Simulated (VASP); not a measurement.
# GaP (I-4m2) in VASP: further runs

The runs below take GaP through electric field gradients, with PBEsol.

Program: VASP 6.6.1. These are calculated values, not measurements. Logs are shortened: lines on timing, memory, paths and dates and some standing lists are left out, and cuts for length are marked.

### Step 1. The cell of the first run

It takes space group I-4m2 (No. 119, tetragonal). The conventional cell has a = 3.777 Å, b = 3.777 Å, c = 5.450 Å, α = 90.00°, β = 90.00°, γ = 90.00°. Within 3.1 Å of Ga (site symmetry -4m2) lie 4 P at 2.33 Å. Within 3.1 Å of P (site symmetry -4m2) lie 4 Ga at 2.33 Å.

### Step 2. Electric field gradients, PBEsol (equal xx and yy strain of -2 %)

INCAR

```
PREC     = Accurate       # precision mode
ENCUT    = 520            # plane-wave cutoff, eV
EDIFF    = 1E-8           # SCF threshold, eV
ISMEAR   = -1             # smearing method
SIGMA    = 0.08           # smearing width, eV
LREAL    = F              # projectors in reciprocal space
LASPH    = T              # aspherical terms in the spheres
NELM     = 100            # most SCF steps
ALGO     = Normal         # electronic algorithm
ISIF     = 2              # what is computed and relaxed
LWAVE    = F              # write WAVECAR
LCHARG   = F              # write CHGCAR
GGA      = PS             # functional
LEFG     = T            
NBANDS   = 16             # bands
```

KPOINTS

```
regular mesh
0
Gamma
  12 12 12
```

POSCAR

```
GaP
1.0
    0.0000000000      2.6707450000      2.7252500000
    2.6707450000      0.0000000000      2.7252500000
    2.6707450000      2.6707450000      0.0000000000
Ga P
1 1
Direct
    0.0000000000      0.0000000000      0.0000000000
    0.7500000000      0.7500000000      0.7500000000
```

Potentials or basis: VASP PAW PBE potentials, release 64 (Ga_d, P).

The run is started by

```sh
$ cat potpaw_PBE.64/Ga_d/POTCAR potpaw_PBE.64/P/POTCAR > POTCAR
$ mpirun -np 1 vasp_std > vasp.out
```

OUTCAR:

```text
PREC = Accurate
   ENCUT = 520
   EDIFF = 1E-8
   ISMEAR = -1
   LREAL = F
   LASPH = T
   NELM = 100
   ISIF = 2
   GGA = PS

 ion  position               nearest neighbor table
   1  0.000  0.000  0.000-   2 2.33   2 2.33   2 2.33   2 2.33
   2  0.750  0.750  0.750-   1 2.33   1 2.33   1 2.33   1 2.33

  LATTYP: Found a body centered tetragonal cell.
 ALAT       =     3.7770038006
 C/A-ratio  =     1.4430750636

  Lattice vectors:

 A1 = (  -2.6707450000,   0.0000000000,   2.7252500000)
 A2 = (   2.6707450000,   0.0000000000,   2.7252500000)
 A3 = (   0.0000000000,   2.6707450000,  -2.7252500000)

Analysis of symmetry for initial positions (statically):
=====================================================================
 Subroutine PRICEL returns:
 Original cell was already a primitive cell.

 Routine SETGRP: Setting up the symmetry group for a
 body centered tetragonal supercell.

 Subroutine GETGRP returns: Found  8 space group operations
 (whereof  8 operations were pure point group operations)
 out of a pool of 16 trial point group operations.

The static configuration has the point symmetry D_2d.

Analysis of symmetry for dynamics (positions and initial velocities):
=====================================================================
 Subroutine PRICEL returns:
 Original cell was already a primitive cell.

 Routine SETGRP: Setting up the symmetry group for a
 body centered tetragonal supercell.

 Subroutine GETGRP returns: Found  8 space group operations
 (whereof  8 operations were pure point group operations)
 out of a pool of 16 trial point group operations.

The dynamic configuration has the point symmetry D_2d.

 Subroutine INISYM returns: Found  8 space group operations
 (whereof  8 operations are pure point group operations),
 and found     1 'primitive' translations

----------------------------------------------------------------------------------------

                                     Primitive cell

  volume of cell :      38.8778

  direct lattice vectors                    reciprocal lattice vectors
     0.000000000  2.670745000  2.725250000    -0.187213680  0.187213680  0.183469406
     2.670745000  0.000000000  2.725250000     0.187213680 -0.187213680  0.183469406
     2.670745000  2.670745000  0.000000000     0.187213680  0.187213680 -0.183469406

  length of vectors
     3.815739302  3.815739302  3.777003801     0.322116357  0.322116357  0.322116357

  position of ions in fractional coordinates (direct lattice)
     0.000000000  0.000000000  0.000000000
     0.750000000  0.750000000  0.750000000

  ion indices of the primitive-cell ions
   primitive index   ion index
                 1           1
                 2           2

----------------------------------------------------------------------------------------

 KPOINTS: regular mesh

Automatic generation of k-mesh.
 Grid dimensions read from file:
 generate k-points for:   12   12   12

 Generating k-lattice:

  Cartesian coordinates                     Fractional coordinates (reciprocal lattice)
    -0.015601140  0.015601140  0.015289117     0.083333333 -0.000000000  0.000000000
     0.015601140 -0.015601140  0.015289117    -0.000000000  0.083333333  0.000000000
     0.015601140  0.015601140 -0.015289117     0.000000000  0.000000000  0.083333333

  Length of vectors
     0.026843030  0.026843030  0.026843030

  Shift w.r.t. Gamma in fractional coordinates (k-lattice)
     0.000000000  0.000000000  0.000000000

 Subroutine IBZKPT returns following result:
 ===========================================

 Found    163 irreducible k-points:

 Following reciprocal coordinates:
            Coordinates               Weight
  0.000000  0.000000  0.000000      1.000000
  0.083333  0.000000  0.000000      8.000000
  0.166667  0.000000  0.000000      8.000000
  0.250000 -0.000000  0.000000      8.000000
  0.333333  0.000000  0.000000      8.000000
  0.416667 -0.000000  0.000000      8.000000
[... 16 lines left out ...]
  0.500000  0.166667  0.000000      8.000000
 -0.416667  0.166667  0.000000      8.000000
 [... further k-points ...]
   k-points           NKPTS =    163   k-points in BZ     NKDIM =    163   number of bands    NBANDS=     16
   number of dos      NEDOS =    301   number of ions     NIONS =      2
   total plane-waves  NPLWV =  21952
   dimension x,y,z NGX =    28 NGY =   28 NGZ =   28
   dimension x,y,z NGXF=    56 NGYF=   56 NGZF=   56
   ions per type =               1   1
   NGX,Y,Z   is equivalent  to a cutoff of  12.20, 12.20, 12.32 a.u.
   NGXF,Y,Z  is equivalent  to a cutoff of  24.40, 24.40, 24.65 a.u.
 SYSTEM =  unknown system
   PREC   = accura    normal or accurate (medium, high low for compatibility)
   ISTART =      0    job   : 0-new  1-cont  2-samecut
   ICHARG =      2    charge: 1-file 2-atom 10-const
   ISPIN  =      1    spin polarized calculation?
   LNONCOLLINEAR =      F non collinear calculations
   LSORBIT =      F    spin-orbit coupling
   LASPH  =      T    aspherical Exc in radial PAW
   ENCUT  =  520.0 eV  38.22 Ry    6.18 a.u.   7.09  7.09  7.02*2*pi/ulx,y,z
   NELM   =    100;   NELMIN=  2; NELMDL= -5     # of ELM steps
   EDIFF  = 0.1E-07   stopping-criterion for ELM
   LREAL  =      F    real-space projection
   EDIFFG = 0.1E-06   stopping-criterion for IOM
   NSW    =      0    number of steps for IOM
   IBRION =     -1    ionic relax: 0-MD 1-quasi-New 2-CG
   NFREE  =      0    steps in history (QN), initial steepest desc. (CG)
   ISIF   =      2    stress and relaxation
   ISYM   =      2    0-nonsym 1-usesym 2-fastsym
   POTIM  = 0.5000    time-step for ionic-motion
   TEBEG  =    0.0;   TEEND  =   0.0 temperature during run
   PSTRESS=    0.0 pullay stress
   NELECT =      18.0000    total number of electrons
   NUPDOWN=      -1.0000    fix difference up-down
   EMIN   =  10.00;   EMAX   =-10.00  energy-range for DOS
   EFERMI =   0.00;   METHOD = LEGACY
   ISMEAR =    -1;   SIGMA  =   0.08  broadening in eV -4-tet -1-fermi 0-gaus
   EFERMI_NEDOS =   21; number of points for ismear=-14 and -15
   IALGO  =     38    algorithm
   IMIX   =      4    mixing-type and parameters
     AMIX     =   0.40;   BMIX     =  1.00
     AMIX_MAG =   1.60;   BMIX_MAG =  1.00
  volume/ion in A,a.u.               =      19.44       131.18
  Fermi-wavevector in a.u.,A,eV,Ry     =   1.266481  2.393302 21.823385  1.603974
  Thomas-Fermi vector in A             =   2.399679
   LORBIT       =      0    0 simple, 1 ext, 2 COOP (PROOUT), +10 PAW based schemes
   GGA     = PS    functional components
   LHFCALC =     F    Hartree Fock is set to
   AEXX    =    0.0000 exact exchange contribution
   IVDW    =     0    specifies the selected vdW correction
   LEPSILON=     F    determine dielectric tensor
   LRPA    =     F    only Hartree local field effects (RPA)
 non-spin polarized calculation
  energy-cutoff  :      520.00
  volume of cell :       38.88
 maximum number of plane-waves:      1062
   NGX = 15   NGY = 15   NGZ = 13

 number of electron      17.9999992 magnetization

 Free energy of the ion-electron system (eV)
  ---------------------------------------------------
  ext. energy  EPLUGINS =         0.00000000
  ---------------------------------------------------
  free energy    TOTEN  =        -9.90907687 eV

  energy without entropy =       -9.90907250  energy(sigma->0) =       -9.90907469

 E-fermi :   5.6737     XC(G=0): -10.2062

 val. band max:        5.0297976685   @ k =   0.0000   0.0000   0.0000
 cond. band min:       6.3271069635   @ k =   0.4167   0.0000   0.4167
 fundamental gap:      1.2973092950
 Fermi energy:         5.6736544988

 k-point     1 :       0.0000    0.0000    0.0000
  band No.  band energies     occupation
      1      -9.6309      2.00000
      2      -9.6248      2.00000
      3      -9.6248      2.00000
      4      -9.5141      2.00000
      5      -9.5123      2.00000
      6      -7.8468      2.00000
[... 8 lines left out ...]
     15      14.6227      0.00000
     16      15.0110      0.00000
[... 419 lines left out ...]
 k-point    24 :      -0.4167    0.1667    0.0000
  band No.  band energies     occupation
      1      -9.7265      2.00000
      2      -9.5951      2.00000
      3      -9.5851      2.00000
      4      -9.5100      2.00000
      5      -9.5093      2.00000
      6      -5.3888      2.00000
[... 8 lines left out ...]
     15      15.3813      0.00000
     16      16.9587      0.00000

 [... further k-points ...]

------------------------ aborting loop because EDIFF is reached ----------------------------------------

  FORCE on cell =-STRESS in cart. coord.  units (eV):
  Direction    XX          YY          ZZ          XY          YZ          ZX
  --------------------------------------------------------------------------------------
  -------------------------------------------------------------------------------------
  Total        0.8581820      0.8581820      0.4763997      0.0000000     -0.0000000      0.0000000
  in kB       35.3662302     35.3662302     19.6327384      0.0000000     -0.0000000      0.0000000
  external PRESSURE =      30.1217329 kB  Pullay stress =       0.0000000 kB

 VOLUME and BASIS-vectors are now :
 -----------------------------------------------------------------------------
  energy-cutoff  :      520.00
  volume of cell :       38.88
      direct lattice vectors                 reciprocal lattice vectors
     0.000000000  2.670745000  2.725250000    -0.187213680  0.187213680  0.183469406
     2.670745000  0.000000000  2.725250000     0.187213680 -0.187213680  0.183469406
     2.670745000  2.670745000  0.000000000     0.187213680  0.187213680 -0.183469406

 POSITION                                       TOTAL-FORCE (eV/Angst)
 -----------------------------------------------------------------------------------
      0.00000      0.00000      0.00000         0.000000      0.000000     -0.000000
      4.00612      4.00612      4.08788        -0.000000     -0.000000      0.000000
 -----------------------------------------------------------------------------------
    total drift:                               -0.000000     -0.000000     -0.000000

  FREE ENERGIE OF THE ION-ELECTRON SYSTEM (eV)
  ---------------------------------------------------
  free  energy   TOTEN  =        -9.9090768733 eV

  energy  without entropy=       -9.9090725017  energy(sigma->0) =       -9.90907469

 Electric field gradients (V/A^2)
---------------------------------------------------------------------
 ion       V_xx      V_yy      V_zz      V_xy      V_xz      V_yz
---------------------------------------------------------------------
   1       1.711     1.711    -3.421    -0.001     0.000     0.000
   2      -1.249    -1.249     2.498    -0.000     0.000     0.000
---------------------------------------------------------------------

 Electric field gradients after diagonalization (V/A^2)
 (convention: |V_zz| > |V_xx| > |V_yy|)
----------------------------------------------------------------------
 ion       V_xx      V_yy      V_zz     asymmetry (V_yy - V_xx)/ V_zz
----------------------------------------------------------------------
   1       1.711     1.710    -3.421       0.001
   2      -1.249    -1.249     2.498       0.000
----------------------------------------------------------------------

           NMR quadrupolar parameters

 Cq : quadrupolar parameter    Cq=e*Q*V_zz/h
 eta: asymmetry parameters     (V_yy - V_xx)/ V_zz
 Q  : nuclear electric quadrupole moment in mb (millibarn)
----------------------------------------------------------------------
 ion       Cq(MHz)       eta       Q (mb)
----------------------------------------------------------------------
   1      -0.008       0.001       1.000
   2       0.006       0.000       1.000
----------------------------------------------------------------------
```

Wall time 2.4 min (1 thread of Intel Xeon 8259CL, shared host); peak memory 0.23 GiB.

What came out:

```yaml
Free_energy: -9.9091 eV
Pressure: 3.0 GPa
Band_gap_on_the_k_mesh: 1.30 eV (least direct gap 2.04 eV)
Largest_electric_field_gradient_by_atom: Ga -3.4; P +2.5 V/Å²
```

Levels at points of the mesh, in eV from the valence-band top:
```tsv
k point	band 7	band 8	band 9	band 10	band 11	band 12
(0.00, 0.00, 0.00)	-0.12	0.00	0.00	2.04	3.76	3.76
(0.50, 0.00, 0.00)	-6.97	-1.32	-1.14	1.66	4.53	4.68
(0.50, 0.50, 0.00)	-7.14	-2.80	-2.80	1.49	1.76	10.82
(0.50, 0.00, 0.50)	-7.00	-2.95	-2.94	1.34	1.57	10.77
```

Electric field gradients, principal values (V/Å²):
```csv
atom,least,middle,greatest (by size)
1 Ga,1.710,1.711,-3.421
2 P,-1.249,-1.249,2.498
```

Caveat: the cell differs from its parent crystal (equal xx and yy strain of -2 %); the cell stands under pressure; without QUAD_EFG the Cq values of the log hold for a quadrupole moment of 1 mb, not for the nuclei; the PAW data sets were made with another functional, which shifts forces and pressure a little.

### Step 3. Electric field gradients, PBEsol (equal xx and yy strain of +1 %)

INCAR

```
PREC = Accurate
ENCUT = 520
EDIFF = 1E-8
ISMEAR = -1
SIGMA = 0.08
LREAL = F
LASPH = T
NELM = 60
ALGO = Normal
ISIF = 2
LWAVE = F
LCHARG = F
GGA = PS
LEFG = T
NBANDS = 16
```

KPOINTS

```
Automatic mesh
0
Gamma
  12 12 12
```

POSCAR

```
GaP
1.0
    0.0000000000      2.7525025000      2.7252500000
    2.7525025000      0.0000000000      2.7252500000
    2.7525025000      2.7525025000      0.0000000000
Ga P
1 1
Direct
    0.0000000000      0.0000000000      0.0000000000
    0.7500000000      0.7500000000      0.7500000000
```

Potentials or basis: VASP PAW PBE potentials, release 64 (Ga_d, P).

The run is started by

```sh
$ cat potpaw_PBE.64/Ga_d/POTCAR potpaw_PBE.64/P/POTCAR > POTCAR
$ mpirun -np 1 vasp_std > vasp.out
```

OUTCAR:

```text
PREC = Accurate
   ENCUT = 520
   EDIFF = 1E-8
   ISMEAR = -1
   LREAL = F
   LASPH = T
   NELM = 60
   ISIF = 2
   GGA = PS

 ion  position               nearest neighbor table
   1  0.000  0.000  0.000-   2 2.38   2 2.38   2 2.38   2 2.38
   2  0.750  0.750  0.750-   1 2.38   1 2.38   1 2.38   1 2.38

  LATTYP: Found a body centered tetragonal cell.
 ALAT       =     3.8926263660
 C/A-ratio  =     1.4002114479

  Lattice vectors:

 A1 = (   0.0000000000,  -2.7525025000,  -2.7252500000)
 A2 = (   0.0000000000,   2.7525025000,  -2.7252500000)
 A3 = (   2.7525025000,   0.0000000000,   2.7252500000)

Analysis of symmetry for initial positions (statically):
=====================================================================
 Subroutine PRICEL returns:
 Original cell was already a primitive cell.

 Routine SETGRP: Setting up the symmetry group for a
 body centered tetragonal supercell.

[... 644 lines left out ...]
  volume of cell :       41.29
      direct lattice vectors                 reciprocal lattice vectors
     0.000000000  2.752502500  2.725250000    -0.181652878  0.181652878  0.183469406
     2.752502500  0.000000000  2.725250000     0.181652878 -0.181652878  0.183469406
     2.752502500  2.752502500  0.000000000     0.181652878  0.181652878 -0.183469406

 POSITION                                       TOTAL-FORCE (eV/Angst)
 -----------------------------------------------------------------------------------
      0.00000      0.00000      0.00000         0.000000      0.000000      0.000000
      4.12875      4.12875      4.08788        -0.000000     -0.000000     -0.000000
 -----------------------------------------------------------------------------------
    total drift:                               -0.000000     -0.000000     -0.000001

  FREE ENERGIE OF THE ION-ELECTRON SYSTEM (eV)
  ---------------------------------------------------
  free  energy   TOTEN  =        -9.9155285512 eV

  energy  without entropy=       -9.9155258698  energy(sigma->0) =       -9.91552721

 Electric field gradients (V/A^2)
---------------------------------------------------------------------
 ion       V_xx      V_yy      V_zz      V_xy      V_xz      V_yz
---------------------------------------------------------------------
   1      -0.856    -0.856     1.711    -0.002    -0.002    -0.002
   2       0.569     0.569    -1.138    -0.000    -0.000    -0.000
---------------------------------------------------------------------

 Electric field gradients after diagonalization (V/A^2)
 (convention: |V_zz| > |V_xx| > |V_yy|)
----------------------------------------------------------------------
 ion       V_xx      V_yy      V_zz     asymmetry (V_yy - V_xx)/ V_zz
----------------------------------------------------------------------
   1      -0.857    -0.854     1.711       0.002
   2       0.569     0.569    -1.138       0.000
----------------------------------------------------------------------

           NMR quadrupolar parameters

 Cq : quadrupolar parameter    Cq=e*Q*V_zz/h
 eta: asymmetry parameters     (V_yy - V_xx)/ V_zz
 Q  : nuclear electric quadrupole moment in mb (millibarn)
----------------------------------------------------------------------
 ion       Cq(MHz)       eta       Q (mb)
----------------------------------------------------------------------
   1       0.004       0.002       1.000
   2      -0.003       0.000       1.000
----------------------------------------------------------------------
```

OSZICAR:

```text
N       E                     dE             d eps       ncg     rms          rms(c)
DAV:   1     0.799837124953E+02    0.79984E+02   -0.89467E+03  5424   0.162E+03
DAV:   2    -0.390002497291E+01   -0.83884E+02   -0.79937E+02  5928   0.310E+02
DAV:   3    -0.100909769413E+02   -0.61910E+01   -0.61700E+01  6576   0.652E+01
DAV:   4    -0.101896203319E+02   -0.98643E-01   -0.98620E-01  6488   0.894E+00
DAV:   5    -0.101915569596E+02   -0.19366E-02   -0.19365E-02  6784   0.111E+00    0.402E+00
DAV:   6    -0.995401333623E+01    0.23754E+00   -0.34784E-01  8184   0.111E+01    0.254E+00
DAV:   7    -0.991810948098E+01    0.35904E-01   -0.75997E-02  7320   0.211E+00    0.964E-01
DAV:   8    -0.991531834720E+01    0.27911E-02   -0.11505E-02  6224   0.124E+00    0.160E-01
DAV:   9    -0.991547343526E+01   -0.15509E-03   -0.97423E-04  7536   0.426E-01    0.636E-02
DAV:  10    -0.991550100439E+01   -0.27569E-04   -0.58757E-05  7632   0.781E-02    0.283E-02
DAV:  11    -0.991552852627E+01   -0.27522E-04   -0.28531E-05  6048   0.538E-02    0.573E-03
DAV:  12    -0.991552842662E+01    0.99644E-07   -0.10087E-06  6648   0.106E-02    0.411E-03
DAV:  13    -0.991552855415E+01   -0.12753E-06   -0.35439E-07  6880   0.490E-03    0.136E-03
DAV:  14    -0.991552855122E+01    0.29286E-08   -0.63927E-09  5200   0.786E-04
   1 F= -.99155286E+01 E0= -.99155272E+01  d E =-.268137E-05
```

It took 2.9 min on 1 thread of Intel Xeon 8259CL, shared host; peak memory 0.25 GiB.

What came out:

- Free energy: -9.9155 eV
- Pressure: -2.2 GPa
- Band gap on the k mesh: 1.41 eV (least direct gap 1.55 eV)
- Largest electric field gradient by atom: Ga +1.7; P -1.1 V/Å²

Levels at points of the mesh, in eV from the valence-band top:
| k point | band 7 | band 8 | band 9 | band 10 | band 11 | band 12 |
| --- | --- | --- | --- | --- | --- | --- |
| (0.00, 0.00, 0.00) | -0.05 | -0.05 | 0.00 | 1.55 | 3.78 | 3.80 |
| (0.50, 0.00, 0.00) | -6.62 | -1.18 | -1.10 | 1.49 | 4.58 | 4.66 |
| (0.50, 0.50, 0.00) | -6.71 | -2.72 | -2.72 | 1.48 | 1.64 | 10.36 |
| (0.50, 0.00, 0.50) | -6.77 | -2.66 | -2.65 | 1.54 | 1.73 | 10.35 |

Electric field gradients, principal values (V/Å²):
```csv
atom,least,middle,greatest (by size)
1 Ga,-0.854,-0.857,1.711
2 P,0.569,0.569,-1.138
```

Caveat: the cell differs from its parent crystal (equal xx and yy strain of +1 %); without QUAD_EFG the Cq values of the log hold for a quadrupole moment of 1 mb, not for the nuclei; the PAW data sets were made with another functional, which shifts forces and pressure a little.
